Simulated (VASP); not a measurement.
NbPO4:

```
CELL_PARAMETERS angstrom
0.00000 3.21972 3.21972
3.21972 0.00000 3.21972
3.21972 3.21972 0.00000
ATOMIC_POSITIONS crystal
Nb 0.00000 0.00000 0.00000
P 0.75000 0.75000 0.75000
O 0.87400 0.37533 0.37533
O 0.37533 0.37533 0.37533
O 0.37533 0.87400 0.37533
O 0.37533 0.37533 0.87400
```

The cell was generated, and may not be a known phase.

Base run:

| Item | Value |
| --- | --- |
| Program | VASP 6.6.1 |
| Functional | PBE |
| Potentials or basis | VASP PAW PBE potentials, release 64 (Nb_sv, P, O) |
| Cutoff | 520 eV |
| k mesh | 6 × 6 × 6 |
| Occupations | gaussian, width 0.1 eV |
| Spin | no spin polarisation |

Its results: pressure -17.6 GPa; largest force 0.504 eV/Å.

Problem. The run is repeated on the same cell with these changes: spin from no spin polarisation to collinear spin, ferromagnetic start; further incar settings from ALGO = Normal; EDIFF = 1e-06; NBANDS = 30 to ALGO = Normal; EDIFF = 1e-06; NBANDS = 34. What comes out?

Solution. Pressure -12.9 GPa; net moment 4.05 μB per cell; site moments Nb -0.02; P +0.14; O +0.84 μB; largest force 0.231 eV/Å.

Caveats: the cell stands under tension.
